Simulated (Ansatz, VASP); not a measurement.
## One calculation of Cu, two programs

```
Cu
1.0
     2.52059    0.00000    0.00000
    -1.26030    2.18290    0.00000
     0.00000    0.00000    4.01361
Cu
2
Direct
  0.33333 0.66667 0.25000
  0.66667 0.33333 0.75000
```

Change from the starting cell: strain +0.000 along x and y, -0.025 along z, atoms carried along.

Alike in both runs: task single point; functional PBEsol; k mesh 30 × 30 × 14; occupations gaussian, width 0.15 eV; no spin polarisation.

|  | VASP | Ansatz |
| --- | --- | --- |
| version | VASP 6.6.1 | Ansatz 0.2.0 |
| potentials or method | VASP PAW PBE potentials, release 64 (Cu), cutoff 520 eV | scalar-relativistic, plane waves, PAW |
| valence electrons in the cell | 22 | 38 |

Ansatz gave:

```
gap on the k mesh at the Fermi level (eV)                     : none
pressure (GPa)                                                : 4.6
traceless stress, the component that is largest in VASP (GPa) : 4.33
```

**Question.** Which values does VASP return?

**Answer.** gap on the k mesh at the Fermi level (eV): none; pressure (GPa): 5.6; traceless stress, the component that is largest in VASP (GPa): 4.30.

VASP's potentials were made for PBE, not for PBEsol. A gap of «none» marks a metal or a gap that the smearing closes. VASP's potentials hold 22 valence electrons a cell and Ansatz's 38, so a difference there can come from the potentials and not from the codes.
